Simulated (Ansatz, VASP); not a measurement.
# Two plane-wave programs on LaLuAs2

File INCAR:

```
SYSTEM = LaLuAs2
PREC = Accurate
ENCUT = 520
EDIFF = 1E-6
ISMEAR = -1
SIGMA = 0.02
LREAL = .FALSE.
LASPH = .TRUE.
NELM = 80
ALGO = Normal
ISIF = 2
LWAVE = .FALSE.
LCHARG = .TRUE.
GGA = PE
LELF = .TRUE.
LVHAR = .TRUE.
NBANDS = 31
```

The input KPOINTS:

```
Automatic mesh
0
G
  6 6 4
  0 0 0
```

File POSCAR:

```
LaLuAs2
1.0
    4.2288099163      0.0000000000      0.0000000000
    0.0000000000      4.2288099163      0.0000000000
    0.0000000000      0.0000000000      5.9544015886
La As Lu
1 2 1
Direct
    0.0000000000      0.0000000000      0.0000000000
    0.0000000000      0.0000000000      0.5000000000
    0.5000000000      0.5000000000      0.0000000000
    0.5000000000      0.5000000000      0.5000000000
```

Input for Ansatz:

```yaml
crystal:
  lattice:
    - [4.2288099163, 0.0, 0.0]
    - [0.0, 4.2288099163, 0.0]
    - [0.0, 0.0, 5.9544015886]
  atoms:
    - { symbol: La, position: [0.0, 0.0, 0.0] }
    - { symbol: As, position: [0.0, 0.0, 0.5] }
    - { symbol: Lu, position: [0.5, 0.5, 0.5] }
    - { symbol: As, position: [0.5, 0.5, 0.0] }
kpoints:
  mp_grid: { grid: [6, 6, 4] }
hamiltonian:
  xc: pbe
scf:
  occupations: { method: fermi_dirac, width: 0.02 }
  n_extra_bands: 5
output:
  forces: true
  stress: true
  eigenvalues: true
```

Alike in both runs: task single point; functional PBE; k mesh 6 × 6 × 4; occupations fermi-dirac, width 0.02 eV; no spin polarisation.

```csv
,VASP,Ansatz
version,VASP 6.6.1,Ansatz 0.2.0
potentials or method,"VASP PAW PBE potentials, release 64 (La, As, Lu)","plane waves, PAW"
plane-wave cutoff (eV),520,420
valence electrons in the cell,46,66
```

```csv
,VASP,Ansatz,Ansatz less VASP
pressure (GPa),0.0,0.0,-0.05
```

VASP's potentials hold 46 valence electrons a cell and Ansatz's 66, so a difference there can come from the potentials and not from the codes.

Spin-orbit coupling is off throughout.
